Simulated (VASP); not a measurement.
Write the native input for VASP 6.6.1 that does the following.

```yaml
Task: single point
Functional: r2SCAN
Potentials_or_basis: VASP PAW PBE potentials, release 64 (Li_sv, H)
Cutoff: 520 eV
k_mesh: 2 × 2 × 2
Occupations: fermi-dirac, width 0.05 eV
Spin: no spin polarisation
Dipole_correction: no
Further_INCAR_settings: LREAL = Auto; ALGO = Normal; EDIFF = 1e-06; NBANDS = 38
```

Li16H (a cell with a defect):

```
Li H
1.0
     6.98000    0.00000    0.00000
     0.00000    6.98000    0.00000
     0.00000    0.00000    6.98000
Li H
16 1
Direct
  0.96688 0.03335 0.03501
  0.52617 0.97652 0.95232
  0.00590 0.47673 0.96734
  0.99718 0.99603 0.49443
  0.26024 0.23782 0.22559
  0.47269 0.45176 0.98765
  0.49633 0.03701 0.48966
  0.75251 0.25852 0.24307
  0.99112 0.48294 0.48163
  0.24818 0.75076 0.26255
  0.22205 0.20019 0.79125
  0.49424 0.49390 0.54443
  0.79378 0.74738 0.23169
  0.76636 0.25231 0.76172
  0.24658 0.79914 0.78963
  0.77083 0.80649 0.75788
  0.94973 0.11616 0.70542
```

One way to write it, as run:

POSCAR

```
Li16H
1.0
    6.9800000000      0.0000000000      0.0000000000
    0.0000000000      6.9800000000      0.0000000000
    0.0000000000      0.0000000000      6.9800000000
Li H
16 1
Direct
   -0.0331232092      0.0333524355      0.0350143266
    0.5261747851     -0.0234813754     -0.0476790831
    0.0059025788      0.4767335244     -0.0326647564
   -0.0028223496     -0.0039684814      0.4944269341
    0.2602435530      0.2378223496      0.2255873926
    0.4726934097      0.4517621777     -0.0123495702
    0.4963323782      0.0370057307      0.4896561605
    0.7525071633      0.2585243553      0.2430659026
   -0.0088825215      0.4829369628      0.4816332378
    0.2481805158      0.7507593123      0.2625501433
    0.2220487106      0.2001862464      0.7912464183
    0.4942406877      0.4938968481      0.5444269341
    0.7937822350      0.7473782235      0.2316905444
    0.7663610315      0.2523065903      0.7617191977
    0.2465759312      0.7991404011      0.7896275072
    0.7708309456      0.8064899713      0.7578796562
   -0.0502722063      0.1161604585      0.7054154728
```

INCAR.step1

```
SYSTEM = Li16H
PREC = Accurate ; ENCUT = 520
ISMEAR = -1 ; SIGMA = 0.05
LREAL = Auto ; LASPH = .True.
NELM = 60 ; NBANDS = 38
GGA = PE ; ALGO = Normal
EDIFF = 1E-4 ; LWAVE = .True.
LCHARG = .False.
```

INCAR.step2

```
SYSTEM = Li16H
PREC = Accurate ; ENCUT = 520
EDIFF = 1E-6 ; ISMEAR = -1
SIGMA = 0.05 ; LREAL = Auto
LASPH = .True. ; NELM = 60
ALGO = Normal ; ISIF = 2
LWAVE = .False. ; LCHARG = .False.
METAGGA = R2SCAN ; LMIXTAU = .True.
NBANDS = 38 ; ISTART = 1
```

KPOINTS

```
Automatic mesh
0
Gamma
  2 2 2
  0 0 0
```

Potentials or basis: VASP PAW PBE potentials, release 64 (Li_sv, H).

The run is started by

```console
$ cat potpaw_PBE.64/Li_sv/POTCAR potpaw_PBE.64/H/POTCAR > POTCAR
$ cp INCAR.step1 INCAR
$ mpirun -np 1 vasp_std > vasp.out
$ cp INCAR.step2 INCAR
$ mpirun -np 1 vasp_std > vasp.out
```

It gave:

```json
{"Largest force": "0.887 eV/Å"}
```

Caveat: the k points lie up to 0.45 Å⁻¹ apart; the PAW data sets were made with another functional, which shifts forces and pressure a little.

Run time: 7.9 min on 1 thread of Intel(R) Xeon(R) Platinum 8488C (Sapphire Rapids), on a shared host, peak memory 0.43 GiB.
